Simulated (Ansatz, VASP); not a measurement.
ZrB2: VASP beside Ansatz

The input INCAR:

```
SYSTEM = ZrB2
ALGO = Normal
EDIFF = 1E-6
ENCUT = 500
GGA = PE
GGA_COMPAT = .FALSE.
ISIF = 2
ISMEAR = 0
LASPH = .TRUE.
LCHARG = .FALSE.
LREAL = .FALSE.
LWAVE = .FALSE.
NBANDS = 16
NELM = 120
PREC = Accurate
SIGMA = 0.05
```

KPOINTS

```
k-points
0
G
  8 8 8
  0 0 0
```

POSCAR

```
ZrB2
1.0
    3.1933962669      0.0000000000      0.0000000000
   -1.5966981334      2.7655622916      0.0000000000
    0.0000000000      0.0000000000      3.4576883308
Zr B
1 2
Direct
    0.0000000000      0.0000000000      0.0000000000
    0.3333333333      0.6666666667      0.5000000000
    0.6666666667      0.3333333333      0.5000000000
```

Input for Ansatz:

```yaml
crystal:
  lattice:
    - [3.1933962669, 0.0, 0.0]
    - [-1.5966981334, 2.7655622916, 0.0]
    - [0.0, 0.0, 3.4576883308]
  atoms:
    - { symbol: Zr, position: [0.0, 0.0, 0.0] }
    - { symbol: B, position: [0.3333333333, 0.6666666667, 0.5] }
    - { symbol: B, position: [0.6666666667, 0.3333333333, 0.5] }
basis:
  ecutwfc: 420
  ecutrho_ratio: 4
kpoints:
  mp_grid: { grid: [8, 8, 8] }
hamiltonian:
  xc: pbe
scf:
  occupations: { method: gaussian, width: 0.05 }
output:
  forces: true
  stress: true
  eigenvalues: true
```

Alike in both runs: task single point; functional PBE; k mesh 8 × 8 × 8; occupations gaussian, width 0.05 eV; no spin polarisation.

|  | VASP | Ansatz |
| --- | --- | --- |
| version | VASP 6.6.1 | Ansatz 0.2.0 |
| potentials or method | VASP PAW PBE potentials, release 64 (Zr_sv, B), cutoff 500 eV | scalar-relativistic, plane waves, PAW |
| valence electrons in the cell | 18 | 18 |

Ansatz gave:

* gap on the k mesh at the Fermi level (eV): none
* pressure (GPa): 2.1
* traceless stress, the component that is largest in VASP (GPa): 6.50

Task: Which values does VASP return?

Result: gap on the k mesh at the Fermi level (eV): none; pressure (GPa): 2.3; traceless stress, the component that is largest in VASP (GPa): 6.54.

A gap of «none» marks a metal or a gap that the smearing closes.
